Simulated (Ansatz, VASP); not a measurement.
**Ba2ZrO3 in VASP and in Ansatz**

File INCAR:

```
  ALGO = Normal
  EDIFF = 1E-6
  EDIFFG = -0.04
  ENCUT = 600
  GGA = PE
  IBRION = 2
  ISIF = 3
  ISMEAR = 0
  LASPH = True
  LCHARG = False
  LREAL = False
  LWAVE = False
  NELM = 60
  NSW = 90
  PREC = Accurate
  SIGMA = 0.1
```

Contents of KPOINTS:

```
k-points
0
Gamma
  6 6 2
```

The input POSCAR:

```
Ba2ZrO3
1.0
    3.3403238800      0.0000000000      0.0000000000
    0.0000000000      3.3403238800      0.0000000000
    0.0000000000      0.0000000000     10.1132824900
Ba Zr O
2 1 3
Direct
    0.5000000000      0.5000000000      0.3248246900
    0.5000000000      0.5000000000      0.6751753100
    0.5000000000      0.5000000000      0.0000000000
    0.0000000000      0.0000000000      0.8390681100
    0.0000000000      0.0000000000      0.1609318900
    0.0000000000      0.0000000000      0.5000000000
```

Input for Ansatz:

```yaml
crystal:
  lattice:
    - [3.34032388, 0.0, 0.0]
    - [0.0, 3.34032388, 0.0]
    - [0.0, 0.0, 10.11328249]
  atoms:
    - { symbol: Ba, position: [0.5, 0.5, 0.32482469] }
    - { symbol: Ba, position: [0.5, 0.5, 0.67517531] }
    - { symbol: Zr, position: [0.5, 0.5, 0.0] }
    - { symbol: O, position: [0.0, 0.0, 0.83906811] }
    - { symbol: O, position: [0.0, 0.0, 0.16093189] }
    - { symbol: O, position: [0.0, 0.0, 0.5] }
basis:
  ecutwfc: 420
kpoints:
  mp_grid: { grid: [6, 6, 2] }
hamiltonian:
  xc: pbe
scf:
  occupations: { method: gaussian, width: 0.1 }
  lower_state_search: "off"
output:
  forces: true
  stress: true
  eigenvalues: true
relax:
  adjacent_minimum: "off"
  f_tol: 0.04
  max_steps: 70
  cell: { stress_tol: 0.4 }
```

Change from the starting cell: species swapped into the Li3Tl2Cd type (P4/mmm, No. 123).

Alike in both runs: task relaxation of cell and atoms; functional PBE; k mesh 6 × 6 × 2; occupations gaussian, width 0.1 eV; no spin polarisation.

```csv
,VASP,Ansatz
version,VASP 6.6.1,Ansatz 0.2.0
potentials or method,"VASP PAW PBE potentials, release 64 (Ba_sv, Zr_sv, O), cutoff 600 eV","scalar-relativistic, plane waves, PAW"
valence electrons in the cell,50,50
```

|  | VASP | Ansatz | Ansatz less VASP |
| --- | --- | --- | --- |
| gap on the k mesh at the Fermi level, each at its own relaxed structure (eV) | none | none | - |
| relaxed volume (Å³/atom) | 15.94 | 15.63 | -0.309 |
| relaxed length of the cell vector where the two differ most in proportion (Å) | 9.788 | 9.718 | -0.0698 |

A gap of «none» marks a metal or a gap that the smearing closes.

Neither program's run includes spin-orbit coupling. Noted on VASP's run: the volume moved by over 15 % at a fixed basis, so the end points are rough.
